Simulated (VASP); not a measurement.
A run of VASP 6.6.1:

Contents of POSCAR:

```
In
1.0
   -1.6190646052      1.6612415974      2.5247666629
    1.6612415974     -1.6190646052      2.5247666629
    1.5669310712      1.5669310712     -2.4970521319
In
1
Direct
    0.0000000000      0.0000000000      0.0000000000
```

INCAR.step1

```
SYSTEM = In
  ALGO = Normal
  EDIFF = 1E-4
  ENCUT = 520
  GGA = PE
  ISMEAR = 1
  LASPH = .True.
  LCHARG = .False.
  LREAL = .False.
  LWAVE = .True.
  NBANDS = 12
  NELM = 100
  PREC = Accurate
  SIGMA = 0.03
```

Contents of INCAR.step2:

```
SYSTEM = In
  ALGO = Normal
  EDIFF = 1E-7
  ENCUT = 520
  ISIF = 2
  ISMEAR = 1
  ISTART = 1
  LASPH = .True.
  LCHARG = .False.
  LMIXTAU = .True.
  LREAL = .False.
  LWAVE = .False.
  METAGGA = R2SCAN
  NBANDS = 12
  NELM = 100
  PREC = Accurate
  SIGMA = 0.03
```

Contents of KPOINTS:

```
k-points
0
Gamma
  11 11 14
  0 0 0
```

Potentials or basis: VASP PAW PBE potentials, release 64 (In_d).

Run with:

```sh
$ cat potpaw_PBE.64/In_d/POTCAR > POTCAR
$ cp INCAR.step1 INCAR
$ mpirun -np 1 vasp_std > vasp.out
$ cp INCAR.step2 INCAR
$ mpirun -np 1 vasp_std > vasp.out
```

Hardware: 1 thread of Intel(R) Xeon(R) 6975P-C (Granite Rapids), on a shared host.

Q: Estimate the wall time of this run.

A: Run time: 9 min on 1 thread of Intel(R) Xeon(R) 6975P-C (Granite Rapids), on a shared host, peak memory 0.27 GiB. Counts: k points 468.
